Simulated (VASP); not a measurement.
A run of VASP 6.6.1 is set up as follows.

INCAR

```
PREC = Accurate
ENCUT = 520
EDIFF = 1E-6
ISMEAR = 0
SIGMA = 0.05
LREAL = Auto
LASPH = T
NELM = 100
ALGO = Normal
ISIF = 2
LWAVE = F
LCHARG = F
GGA = PE
NELECT = 74.0
NBANDS = 52
```

The input KPOINTS:

```
regular mesh
0
Gamma
  2 2 2
```

Contents of POSCAR:

```
CuSi16
1.0
    0.0000000000      5.4300000000      5.4300000000
    5.4300000000      0.0000000000      5.4300000000
    5.4300000000      5.4300000000      0.0000000000
Si Cu
16 1
Direct
    0.0009687845     -0.0321511050      0.0263511050
    0.1211898711      0.1241226519      0.1177583794
   -0.0064626151      0.0009519337      0.5072252302
    0.1149184162      0.1147699816      0.6547305709
   -0.0023264273      0.4988383978     -0.0079630755
    0.1371704420      0.5971726519      0.1292853591
    0.0003338858      0.4902977901      0.5097664825
    0.1268613260      0.6285977901      0.6176307551
    0.5013818600      0.0055897790     -0.0098940147
    0.6332965930      0.1260089319      0.1184266114
    0.4967844383      0.0019426335      0.5069978821
    0.6216424494      0.1407199816      0.6154461326
    0.5113273481      0.5001070902     -0.0078794659
    0.6251464088      0.6328058932      0.1180581952
    0.4990789134      0.5119418969      0.4917212707
    0.6277247698      0.6295302947      0.6177930939
    0.2611525783      1.1897227440      0.2835945672
```

Potentials or basis: VASP PAW PBE potentials, release 64 (Si, Cu).

Command:

```console
$ cat potpaw_PBE.64/Si/POTCAR potpaw_PBE.64/Cu/POTCAR > POTCAR
$ mpirun -np 1 vasp_std > vasp.out
```

Estimate the largest force.

0.041 eV/Å.

Forces in eV/Å, atoms in the order of the input:
```
Si  -0.011 -0.006  0.031
Si  -0.002 -0.005 -0.020
Si   0.002  0.000 -0.011
Si   0.000 -0.003 -0.012
Si  -0.002  0.024  0.014
Si   0.023 -0.016 -0.024
Si  -0.018 -0.002  0.011
Si   0.014 -0.022 -0.005
Si  -0.009 -0.014  0.018
Si  -0.033  0.022 -0.009
Si   0.017  0.016  0.002
Si  -0.012  0.000  0.008
Si   0.001 -0.016 -0.007
Si   0.004  0.004  0.007
Si   0.023 -0.005 -0.009
Si  -0.001 -0.005  0.016
Cu   0.004  0.029 -0.008
```

Caveat: the k points lie up to 0.50 Å⁻¹ apart; the cell carries a net charge on a neutralising background, which shifts energy and pressure.
